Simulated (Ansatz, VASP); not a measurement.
**Two plane-wave programs on Ti3Al3Cu2**

Contents of INCAR:

```
ALGO     = Fast           # electronic algorithm
EDIFF    = 1E-6           # SCF threshold, eV
EDIFFG   = -0.01          # ionic threshold
ENCUT    = 600            # plane-wave cutoff, eV
GGA      = PE             # functional
IBRION   = 2              # ionic algorithm
ISIF     = 3              # what is computed and relaxed
ISMEAR   = 0              # smearing method
LASPH    = True           # aspherical terms in the spheres
LCHARG   = False          # write CHGCAR
LREAL    = False          # projectors in reciprocal space
LWAVE    = False          # write WAVECAR
NELM     = 60             # most SCF steps
NSW      = 100            # ionic steps
PREC     = Accurate       # precision mode
SIGMA    = 0.1            # smearing width, eV
```

File KPOINTS:

```
k-points
0
Gamma
  12 12 2
```

Contents of POSCAR:

```
Ti3Al3Cu2
1.0
    2.8483960016      0.0000000000      0.0000000000
    0.0000000000      2.8483960016      0.0000000000
    0.0000000000      0.0000000000     14.8184819299
Ti Al Cu
3 3 2
Direct
    0.0000000000      0.0000000000      0.7293762289
    0.0000000000      0.0000000000      0.2706237711
    0.0000000000      0.0000000000      0.0000000000
    0.5000000000      0.5000000000      0.8631493067
    0.5000000000      0.5000000000      0.1368506933
    0.0000000000      0.0000000000      0.5000000000
    0.5000000000      0.5000000000      0.6060273242
    0.5000000000      0.5000000000      0.3939726758
```

Input for Ansatz:

```yaml
crystal:
  lattice:
    - [2.8483960016, 0.0, 0.0]
    - [0.0, 2.8483960016, 0.0]
    - [0.0, 0.0, 14.8184819299]
  atoms:
    - { symbol: Ti, position: [0.0, 0.0, 0.7293762289] }
    - { symbol: Ti, position: [0.0, 0.0, 0.2706237711] }
    - { symbol: Ti, position: [0.0, 0.0, 0.0] }
    - { symbol: Al, position: [0.5, 0.5, 0.8631493067] }
    - { symbol: Al, position: [0.5, 0.5, 0.1368506933] }
    - { symbol: Al, position: [0.0, 0.0, 0.5] }
    - { symbol: Cu, position: [0.5, 0.5, 0.6060273242] }
    - { symbol: Cu, position: [0.5, 0.5, 0.3939726758] }
basis:
  ecutwfc: 420
kpoints:
  mp_grid: { grid: [12, 12, 2] }
hamiltonian:
  xc: pbe
scf:
  occupations: { method: gaussian, width: 0.1 }
output:
  forces: true
  stress: true
  eigenvalues: true
relax:
  adjacent_minimum: "off"
  f_tol: 0.01
  max_steps: 80
  cell: { stress_tol: 0.05 }
```

Alike in both runs: task relaxation of cell and atoms; functional PBE; k mesh 12 × 12 × 2; occupations gaussian, width 0.1 eV; no spin polarisation.

```csv
,VASP,Ansatz
version,VASP 6.6.1,Ansatz 0.2.0
potentials or method,"VASP PAW PBE potentials, release 64 (Ti_sv, Al, Cu), cutoff 600 eV","scalar-relativistic, plane waves, PAW"
valence electrons in the cell,67,83
```

|  | VASP | Ansatz | Ansatz less VASP |
| --- | --- | --- | --- |
| gap on the k mesh at the Fermi level, each at its own relaxed structure (eV) | none | none | - |
| relaxed volume (Å³/atom) | 15.02 | 15.00 | -0.016 |
| relaxed length of the cell vector where the two differ most in proportion (Å) | 14.805 | 14.799 | -0.0058 |

A gap of «none» marks a metal or a gap that the smearing closes. VASP's potentials hold 67 valence electrons a cell and Ansatz's 83, so a difference there can come from the potentials and not from the codes.
